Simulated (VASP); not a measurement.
# SnO (Cmc2_1) in VASP: notebook, part 2 of 2

VASP 6.6.1. The steps go on from the part before.

### Step 3. Single point, PBE (volume scaled by 0.94, then relaxed in part)

File INCAR:

```
ALGO = Normal
EDIFF = 1E-6
ENCUT = 520
GGA = PE
ISIF = 2
ISMEAR = -1
LASPH = True
LCHARG = True
LELF = True
LREAL = False
LVHAR = True
LWAVE = False
NBANDS = 50
NELM = 60
PREC = Accurate
SIGMA = 0.02
```

File KPOINTS:

```
k-points
0
Gamma
  8 8 3
```

File POSCAR:

```
SnO
1.0
    2.4489652718     -2.8016162709      0.0000000000
    2.4489652718      2.8016162709      0.0000000000
    0.0000000000      0.0000000000     10.8929975289
Sn O
4 4
Direct
    0.0000125291     -0.0000125291     -0.0100267352
   -0.0000125291      0.0000125291      0.4899732648
    0.4998662560      0.5001337440      0.2670228692
    0.5001337440      0.4998662560      0.7670228692
    0.9999832028      0.4999770390      0.3785019330
    0.0000167972      0.5000229610      0.8785019330
    0.5000229610      0.0000167972      0.3785019330
    0.4999770390      0.9999832028      0.8785019330
```

Potentials or basis: VASP PAW PBE potentials, release 64 (Sn_d, O).

Command:

```
cat potpaw_PBE.64/Sn_d/POTCAR potpaw_PBE.64/O/POTCAR > POTCAR
mpirun -np 1 vasp_std > vasp.out
```

OUTCAR:

```text
EDIFF = 1E-6
   ENCUT = 520
   GGA = PE
   ISIF = 2
   ISMEAR = -1
   LASPH = True
   LREAL = False
   NELM = 60
   PREC = Accurate

 ion  position               nearest neighbor table
   1  0.000  1.000  0.990-   6 2.22   8 2.22   6 2.22   8 2.22   4 3.45   4 3.45   4 3.71   4 3.71

   2  1.000  0.000  0.490-   5 2.22   7 2.22   7 2.22   5 2.22   3 3.45   3 3.45   3 3.71   3 3.71

   3  0.500  0.500  0.267-   5 2.22   7 2.22   5 2.22   7 2.22   2 3.45   2 3.45   2 3.71   2 3.71

   4  0.500  0.500  0.767-   6 2.22   8 2.22   8 2.22   6 2.22   1 3.45   1 3.45   1 3.71   1 3.71

   5  1.000  0.500  0.379-   3 2.22   2 2.22   2 2.22   3 2.22
   6  0.000  0.500  0.879-   4 2.22   1 2.22   1 2.22   4 2.22
   7  0.500  0.000  0.379-   3 2.22   2 2.22   2 2.22   3 2.22
   8  0.500  1.000  0.879-   4 2.22   1 2.22   1 2.22   4 2.22

  LATTYP: Found a base centered orthorhombic cell.
 ALAT       =     4.8979305436
 B/A-ratio  =     1.1440000000
 C/A-ratio  =     2.2240000000

  Lattice vectors:

 A1 = (   2.4489652718,  -2.8016162709,   0.0000000000)
 A2 = (   2.4489652718,   2.8016162709,   0.0000000000)
 A3 = (   0.0000000000,   0.0000000000,  10.8929975289)

Analysis of symmetry for initial positions (statically):
=====================================================================
 Subroutine PRICEL returns:
 Original cell was already a primitive cell.

 Routine SETGRP: Setting up the symmetry group for a
 base centered orthorhombic supercell.

 Subroutine GETGRP returns: Found  4 space group operations
 (whereof  2 operations were pure point group operations)
 out of a pool of  8 trial point group operations.

The static configuration has the point symmetry C_1h.
 The point group associated with its full space group is C_2v.

Analysis of symmetry for dynamics (positions and initial velocities):
[... 138 lines left out ...]
   EFERMI =   0.00;   METHOD = LEGACY
   ISMEAR =    -1;   SIGMA  =   0.02  broadening in eV -4-tet -1-fermi 0-gaus
   EFERMI_NEDOS =   21; number of points for ismear=-14 and -15
   IALGO  =     38    algorithm
   IMIX   =      4    mixing-type and parameters
     AMIX     =   0.40;   BMIX     =  1.00
     AMIX_MAG =   1.60;   BMIX_MAG =  1.00
  volume/ion in A,a.u.               =      18.68       126.09
  Fermi-wavevector in a.u.,A,eV,Ry     =   1.329174  2.511775 24.037471  1.766704
  Thomas-Fermi vector in A             =   2.458356
   LORBIT       =      0    0 simple, 1 ext, 2 COOP (PROOUT), +10 PAW based schemes
   GGA     = PE    functional components
   LHFCALC =     F    Hartree Fock is set to
   AEXX    =    0.0000 exact exchange contribution
   IVDW    =     0    specifies the selected vdW correction
   LEPSILON=     F    determine dielectric tensor
   LRPA    =     F    only Hartree local field effects (RPA)
 non-spin polarized calculation
  energy-cutoff  :      520.00
  volume of cell :      149.48
 maximum number of plane-waves:      4057
   NGX = 13   NGY = 13   NGZ = 41

 number of electron      79.9999975 magnetization

 Free energy of the ion-electron system (eV)
  ---------------------------------------------------
  ext. energy  EPLUGINS =         0.00000000
  ---------------------------------------------------
  free energy    TOTEN  =       -44.48914330 eV

  energy without entropy =      -44.48912934  energy(sigma->0) =      -44.48913632

 E-fermi :   6.6101     XC(G=0):  -9.8536

 val. band max:        6.5023588596   @ k =   0.0000   0.0000   0.0000
 cond. band min:       6.7155000333   @ k =   0.5000   0.5000   0.0000
 fundamental gap:      0.2131411737
 Fermi energy:         6.6101465931

 k-point     1 :       0.0000    0.0000    0.0000
  band No.  band energies     occupation
      1     -15.4532      2.00000
      2     -15.4480      2.00000
      3     -15.0927      2.00000
      4     -15.0872      2.00000
      5     -15.0806      2.00000
      6     -15.0603      2.00000
[... 1261 lines left out ...]
     49      11.8435      0.00000
     50      11.9545      0.00000

 [... further k-points ...]
[... 5 lines left out ...]
  --------------------------------------------------------------------------------------
  -------------------------------------------------------------------------------------
  Total       17.1615644     -2.6175835      0.2208791      0.0000000      0.0000000      0.0000000
  in kB      183.9495703    -28.0570781      2.3675359      0.0000000      0.0000000      0.0000000
  external PRESSURE =      52.7533427 kB  Pullay stress =       0.0000000 kB

 VOLUME and BASIS-vectors are now :
 -----------------------------------------------------------------------------
  energy-cutoff  :      520.00
  volume of cell :      149.48
      direct lattice vectors                 reciprocal lattice vectors
     2.448965272 -2.801616271  0.000000000     0.204167861 -0.178468410  0.000000000
     2.448965272  2.801616271  0.000000000     0.204167861  0.178468410  0.000000000
     0.000000000  0.000000000 10.892997529     0.000000000  0.000000000  0.091802096

 POSITION                                       TOTAL-FORCE (eV/Angst)
 -----------------------------------------------------------------------------------
      2.44897      2.80155     10.78378        -0.000000      0.000338      0.102918
      2.44897     -2.80155      5.33728        -0.000000     -0.000338      0.102918
      2.44897      0.00075      2.90868        -0.000000     -0.003062     -0.102151
      2.44897     -0.00075      8.35518        -0.000000      0.003062     -0.102151
      3.67335     -1.40083      4.12302         0.000876      0.001682     -0.000384
      1.22458      1.40083      9.56952        -0.000876     -0.001682     -0.000384
      1.22458     -1.40083      4.12302        -0.000876      0.001682     -0.000384
      3.67335      1.40083      9.56952         0.000876     -0.001682     -0.000384
 -----------------------------------------------------------------------------------
    total drift:                               -0.000001     -0.000000      0.000554

  FREE ENERGIE OF THE ION-ELECTRON SYSTEM (eV)
  ---------------------------------------------------
  free  energy   TOTEN  =       -44.4891433002 eV

  energy  without entropy=      -44.4891293358  energy(sigma->0) =      -44.48913632
```

stdout:

```text
POSCAR found type information on POSCAR SnO
 POSCAR found :  2 types and       8 ions
 scaLAPACK will be used
 LDA part: xc-table for (Slater+PW92), standard interpolation
 POSCAR, INCAR and KPOINTS ok, starting setup
 FFT: planning ... GRIDC
 FFT: planning ... GRID_SOFT
 FFT: planning ... GRID
 WAVECAR not read
 entering main loop
```

It took 3.5 min on 1 thread of Intel Xeon Platinum 8488C (Sapphire Rapids), shared host; peak memory 0.38 GiB.

What came out:

```yaml
Free_energy: -44.4891 eV
Pressure: 5.3 GPa
Largest_force: 0.103 eV/Å
Band_gap_on_the_k_mesh: 0.21 eV
```

Forces on the atoms (eV/Å):
```
Sn   0.000  0.000  0.103
Sn   0.000  0.000  0.103
Sn   0.000 -0.003 -0.102
Sn   0.000  0.003 -0.102
O    0.001  0.002  0.000
O   -0.001 -0.002  0.000
O   -0.001  0.002  0.000
O    0.001 -0.002  0.000
```

Levels at points of the mesh, in eV from the valence-band top:
```tsv
k point	band 37	band 38	band 39	band 40	band 41	band 42	band 43	band 44
(0.00, 0.00, 0.00)	-2.63	-1.78	-1.76	0.00	1.79	2.36	3.32	3.74
(0.50, 0.00, 0.00)	-2.60	-2.60	-1.87	-1.87	1.85	1.85	2.52	2.52
(0.50, 0.50, 0.00)	-1.93	-1.67	-1.36	-1.36	0.21	0.75	2.19	2.71
```

Caveat: spin-orbit coupling is left out, which moves the levels of the heavy elements. A k mesh can miss the band edges.

### Step 4. Single point, PBE (volume scaled by 0.94, then relaxed in part)

File INCAR:

```
ALGO = Normal
EDIFF = 1E-6
ENCUT = 520
GGA = PE
ISIF = 2
ISMEAR = -1
LASPH = True
LCHARG = False
LREAL = False
LWAVE = False
NBANDS = 50
NELM = 100
PREC = Accurate
SIGMA = 0.02
```

KPOINTS is that of step 3.

File POSCAR:

```
SnO
1.0
    2.4489652718     -2.8016162709      0.0000000000
    2.4489652718      2.8016162709      0.0000000000
    0.0000000000      0.0000000000     10.8929975289
Sn O
4 4
Direct
    0.0000125368     -0.0000125368     -0.0100267351
   -0.0000125368      0.0000125368      0.4899732649
    0.4998662484      0.5001337516      0.2670228693
    0.5001337516      0.4998662484      0.7670228693
    0.9999831952      0.4999770465      0.3785019329
    0.0000168048      0.5000229535      0.8785019329
    0.5000229535      0.0000168048      0.3785019329
    0.4999770465      0.9999831952      0.8785019329
```

Command:

```
cat potpaw_PBE.64/Sn_d/POTCAR potpaw_PBE.64/O/POTCAR > POTCAR
mpirun -np 1 vasp_std > vasp.out
```

It took 6.9 min on 1 thread of Intel Xeon Platinum 8259CL at 2.50GHz (Skylake/Cascade Lake), shared host; peak memory 0.38 GiB.

The run converged. Its results:

```
Free energy            : -44.4891 eV
Pressure               : 5.3 GPa
Largest force          : 0.103 eV/Å
Band gap on the k mesh : 0.21 eV
```

Forces on the atoms (eV/Å):
```
Sn   0.000  0.000  0.103
Sn   0.000  0.000  0.103
Sn   0.000 -0.003 -0.102
Sn   0.000  0.003 -0.102
O    0.001  0.002  0.000
O   -0.001 -0.002  0.000
O   -0.001  0.002  0.000
O    0.001 -0.002  0.000
```

Stress tensor (GPa, compression positive):
```
18.39  0.00  0.00
 0.00 -2.81  0.00
 0.00  0.00  0.24
```

Levels at points of the mesh, in eV from the valence-band top:
| k point | band 38 | band 39 | band 40 | band 41 | band 42 | band 43 |
| --- | --- | --- | --- | --- | --- | --- |
| (0.00, 0.00, 0.00) | -1.78 | -1.76 | 0.00 | 1.79 | 2.36 | 3.32 |
| (0.50, 0.00, 0.00) | -2.60 | -1.87 | -1.87 | 1.85 | 1.85 | 2.52 |
| (0.50, 0.50, 0.00) | -1.67 | -1.36 | -1.36 | 0.21 | 0.75 | 2.19 |

Caveat: spin-orbit coupling is left out, which moves the levels of the heavy elements. A k mesh can miss the band edges.
